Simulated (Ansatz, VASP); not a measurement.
**One calculation of H2CClF, two programs**

```
H C Cl F
1.0
    11.20000    0.00000    0.00000
     0.00000   11.00000    0.00000
     0.00000    0.00000   11.70000
H C Cl F
2 1 1 1
Direct
  0.48922 0.58191 0.47737
  0.59884 0.48077 0.54301
  0.51211 0.48818 0.50026
  0.40104 0.43455 0.59724
  0.51355 0.41839 0.40301
```

Alike in both runs: functional PBE; dispersion D3(BJ); k mesh 1 × 1 × 1; occupations gaussian, width 0.01 eV; no spin polarisation.

Ansatz relaxed the structure, and its values are those at the end. VASP's run is a single point on that final structure, the one shown.

```csv
,VASP,Ansatz
version,VASP 6.6.1,Ansatz 0.2.0
potentials or method,"VASP PAW PBE potentials, release 64 (H_h, C_h, Cl, F_h), cutoff 910 eV","scalar-relativistic, plane waves, PAW"
valence electrons in the cell,20,20
```

VASP gave:

* gap on the k mesh at the Fermi level (eV): 6.50
* rms of the force components (eV/Å): 0.048

Question: Estimate Ansatz's values.

Answer: gap on the k mesh at the Fermi level (eV): 6.46; rms of the force components (eV/Å): 0.001.

Noted on VASP's run: the cutoff is under 1.25 times that of the potentials, so the pressure is a little rough.
